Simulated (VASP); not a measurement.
# Ir (Fm-3m) in VASP: further runs, part 3 of 3

VASP 6.6.1. Earlier steps stand in the parts before.

**5. Electric field gradients, PBE (volume scaled by 0.9405)**

INCAR reads:

```
ALGO = Normal
EDIFF = 1E-8
ENCUT = 520
GGA = PE
ISIF = 2
ISMEAR = -1
LASPH = T
LCHARG = F
LEFG = T
LREAL = F
LWAVE = F
NBANDS = 10
NELM = 80
PREC = Accurate
SIGMA = 0.03
```

KPOINTS reads:

```
k-points
0
Gamma
  18 18 18
```

POSCAR reads:

```
Ir
1.0
    0.0000000000      1.8879624468      1.8879624468
    1.8879624468      0.0000000000      1.8879624468
    1.8879624468      1.8879624468      0.0000000000
Ir
1
Direct
    0.0000000000      0.0000000000      0.0000000000
```

Potentials or basis: VASP PAW PBE potentials, release 64 (Ir).

Run with:

```bash
cat potpaw_PBE.64/Ir/POTCAR > POTCAR
mpirun -np 1 vasp_std > vasp.out
```

OUTCAR:

```text
EDIFF = 1E-8
   ENCUT = 520
   GGA = PE
   ISIF = 2
   ISMEAR = -1
   LASPH = T
   LREAL = F
   NELM = 80
   PREC = Accurate

 ion  position               nearest neighbor table
   1  0.000  0.000  0.000-

  LATTYP: Found a face centered cubic cell.
 ALAT       =     3.7759248936

  Lattice vectors:

 A1 = (   0.0000000000,   1.8879624468,   1.8879624468)
 A2 = (   1.8879624468,   0.0000000000,   1.8879624468)
 A3 = (   1.8879624468,   1.8879624468,   0.0000000000)

Analysis of symmetry for initial positions (statically):
=====================================================================
 Subroutine PRICEL returns:
 Original cell was already a primitive cell.

 Routine SETGRP: Setting up the symmetry group for a
 face centered cubic supercell.

 Subroutine GETGRP returns: Found 48 space group operations
 (whereof 48 operations were pure point group operations)
 out of a pool of 48 trial point group operations.

The static configuration has the point symmetry O_h .

Analysis of symmetry for dynamics (positions and initial velocities):
=====================================================================
 Subroutine PRICEL returns:
 Original cell was already a primitive cell.

 Routine SETGRP: Setting up the symmetry group for a
 face centered cubic supercell.

 Subroutine GETGRP returns: Found 48 space group operations
 (whereof 48 operations were pure point group operations)
 out of a pool of 48 trial point group operations.

The dynamic configuration has the point symmetry O_h .

 Subroutine INISYM returns: Found 48 space group operations
 (whereof 48 operations are pure point group operations),
 and found     1 'primitive' translations

----------------------------------------------------------------------------------------

                                     Primitive cell

  volume of cell :      13.4589

  direct lattice vectors                    reciprocal lattice vectors
     0.000000000  1.887962447  1.887962447    -0.264835776  0.264835776  0.264835776
     1.887962447  0.000000000  1.887962447     0.264835776 -0.264835776  0.264835776
     1.887962447  1.887962447  0.000000000     0.264835776  0.264835776 -0.264835776

  length of vectors
     2.669982098  2.669982098  2.669982098     0.458709020  0.458709020  0.458709020

  position of ions in fractional coordinates (direct lattice)
     0.000000000  0.000000000  0.000000000

  ion indices of the primitive-cell ions
   primitive index   ion index
                 1           1

----------------------------------------------------------------------------------------

 KPOINTS: k-points

Automatic generation of k-mesh.
 Grid dimensions read from file:
 generate k-points for:   18   18   18

 Generating k-lattice:

  Cartesian coordinates                     Fractional coordinates (reciprocal lattice)
[... 62 lines left out ...]
   EDIFFG = 0.1E-06   stopping-criterion for IOM
   NSW    =      0    number of steps for IOM
   IBRION =     -1    ionic relax: 0-MD 1-quasi-New 2-CG
   NFREE  =      0    steps in history (QN), initial steepest desc. (CG)
   ISIF   =      2    stress and relaxation
   ISYM   =      2    0-nonsym 1-usesym 2-fastsym
   POTIM  = 0.5000    time-step for ionic-motion
   TEBEG  =    0.0;   TEEND  =   0.0 temperature during run
   PSTRESS=    0.0 pullay stress
   NELECT =       9.0000    total number of electrons
   NUPDOWN=      -1.0000    fix difference up-down
   EMIN   =  10.00;   EMAX   =-10.00  energy-range for DOS
   EFERMI =   0.00;   METHOD = LEGACY
   ISMEAR =    -1;   SIGMA  =   0.03  broadening in eV -4-tet -1-fermi 0-gaus
   EFERMI_NEDOS =   21; number of points for ismear=-14 and -15
   IALGO  =     38    algorithm
   IMIX   =      4    mixing-type and parameters
     AMIX     =   0.40;   BMIX     =  1.00
     AMIX_MAG =   1.60;   BMIX_MAG =  1.00
  volume/ion in A,a.u.               =      13.46        90.83
  Fermi-wavevector in a.u.,A,eV,Ry     =   1.431591  2.705315 27.884501  2.049453
  Thomas-Fermi vector in A             =   2.551311
   LORBIT       =      0    0 simple, 1 ext, 2 COOP (PROOUT), +10 PAW based schemes
   GGA     = PE    functional components
   LHFCALC =     F    Hartree Fock is set to
   AEXX    =    0.0000 exact exchange contribution
   IVDW    =     0    specifies the selected vdW correction
   LEPSILON=     F    determine dielectric tensor
   LRPA    =     F    only Hartree local field effects (RPA)
 non-spin polarized calculation
  energy-cutoff  :      520.00
  volume of cell :       13.46
 maximum number of plane-waves:       375
   NGX =  9   NGY =  9   NGZ =  9

 number of electron       9.0000001 magnetization

 Free energy of the ion-electron system (eV)
  ---------------------------------------------------
  ext. energy  EPLUGINS =         0.00000000
  ---------------------------------------------------
  free energy    TOTEN  =        -8.75405103 eV

  energy without entropy =       -8.75128036  energy(sigma->0) =       -8.75266570

 E-fermi :  11.3411     XC(G=0): -14.2867

 val. band max:       11.3319676592   @ k =   0.5000   0.2222   0.1111
 cond. band min:      11.3506775308   @ k =   0.3333   0.1111   0.0556
 fundamental gap:      0.0187098716
 Fermi energy:        11.3411029255

 k-point     1 :       0.0000    0.0000    0.0000
  band No.  band energies     occupation
      1      -0.3713      2.00000
      2       7.1035      2.00000
      3       7.1035      2.00000
      4       7.1035      2.00000
      5      10.0152      2.00000
      6      10.0152      2.00000
      7      25.5070      0.00000
      8      31.3969      0.00000
      9      31.3969      0.00000
     10      31.3969      0.00000
[... 287 lines left out ...]
 k-point    24 :      -0.2222    0.0556    0.0000
  band No.  band energies     occupation
      1       1.9331      2.00000
      2       6.3964      2.00000
      3       7.5906      2.00000
      4       7.6885      2.00000
      5       9.6872      2.00000
      6      10.6257      2.00000
      7      25.6532      0.00000
      8      28.5431      0.00000
      9      33.9068      0.00000
     10      35.1699      0.00000

 [... further k-points ...]
[... 5 lines left out ...]
  --------------------------------------------------------------------------------------
  -------------------------------------------------------------------------------------
  Total        2.6976591      2.6976591      2.6976591      0.0000000      0.0000000      0.0000000
  in kB      321.1349727    321.1349727    321.1349727      0.0000000      0.0000000      0.0000000
  external PRESSURE =     321.1349727 kB  Pullay stress =       0.0000000 kB

 VOLUME and BASIS-vectors are now :
 -----------------------------------------------------------------------------
  energy-cutoff  :      520.00
  volume of cell :       13.46
      direct lattice vectors                 reciprocal lattice vectors
     0.000000000  1.887962447  1.887962447    -0.264835776  0.264835776  0.264835776
     1.887962447  0.000000000  1.887962447     0.264835776 -0.264835776  0.264835776
     1.887962447  1.887962447  0.000000000     0.264835776  0.264835776 -0.264835776

 POSITION                                       TOTAL-FORCE (eV/Angst)
 -----------------------------------------------------------------------------------
      0.00000      0.00000      0.00000         0.000000     -0.000000      0.000000
 -----------------------------------------------------------------------------------
    total drift:                               -0.000000     -0.000000     -0.000000

  FREE ENERGIE OF THE ION-ELECTRON SYSTEM (eV)
  ---------------------------------------------------
  free  energy   TOTEN  =        -8.7540510303 eV

  energy  without entropy=       -8.7512803605  energy(sigma->0) =       -8.75266570

 Electric field gradients (V/A^2)
---------------------------------------------------------------------
 ion       V_xx      V_yy      V_zz      V_xy      V_xz      V_yz
---------------------------------------------------------------------
   1       0.000     0.000    -0.000     0.000     0.000     0.000
---------------------------------------------------------------------

 Electric field gradients after diagonalization (V/A^2)
 (convention: |V_zz| > |V_xx| > |V_yy|)
----------------------------------------------------------------------
 ion       V_xx      V_yy      V_zz     asymmetry (V_yy - V_xx)/ V_zz
----------------------------------------------------------------------
   1      -0.000    -0.000     0.000       0.000
----------------------------------------------------------------------

           NMR quadrupolar parameters

 Cq : quadrupolar parameter    Cq=e*Q*V_zz/h
 eta: asymmetry parameters     (V_yy - V_xx)/ V_zz
 Q  : nuclear electric quadrupole moment in mb (millibarn)
----------------------------------------------------------------------
 ion       Cq(MHz)       eta       Q (mb)
----------------------------------------------------------------------
   1       0.000       0.000       1.000
----------------------------------------------------------------------
```

stdout:

```text
POSCAR found type information on POSCAR Ir
 POSCAR found :  1 types and       1 ions
 scaLAPACK will be used
 LDA part: xc-table for (Slater+PW92), standard interpolation
 POSCAR, INCAR and KPOINTS ok, starting setup
 FFT: planning ... GRIDC
 FFT: planning ... GRID_SOFT
 FFT: planning ... GRID
 WAVECAR not read
 entering main loop
ion   1
```

It took 19 s on 1 thread of AMD EPYC 7R13 (Zen 3), shared host; peak memory 0.12 GiB.

Results:

| Quantity | Value |
| --- | --- |
| Free energy | -8.7541 eV |
| Pressure | 32.1 GPa |

Caveat: without QUAD_EFG the Cq values of the log hold for a quadrupole moment of 1 mb, not for the nuclei; spin-orbit coupling is left out, which moves the levels of the heavy elements.

**6. The runs side by side**

```csv
level,spin,cell,gap on the mesh (eV),pressure (GPa)
PBEsol,off,"a = 2.725 Å, angles 60.0°, 1 atom",none,-6.0
PBE,off,"a = 2.725 Å, angles 60.0°, 1 atom",none,5.2
PBE,"non-collinear, zero start, SOC","a = 2.725 Å, angles 60.0°, 1 atom",-,6.3
PBE,off,"a = 2.670 Å, angles 60.0°, 1 atom",none,32.1
```

Alike in all rows: task electric field gradients; potentials or basis VASP PAW PBE potentials, release 64 (Ir); k mesh 18 × 18 × 18; cutoff (eV) 520; smearing fermi-dirac 0.03 eV.

The pressure there spans -6.0 GPa (PBEsol) to 6.3 GPa (PBE); a positive pressure means that this level wants a larger cell, a negative one a smaller.

Caveats: spin-orbit coupling is left out, which moves the levels of the heavy elements (some runs); the PAW data sets were made with another functional, which shifts forces and pressure a little (some runs).

Absolute energies hang on the potentials; compare differences alone.
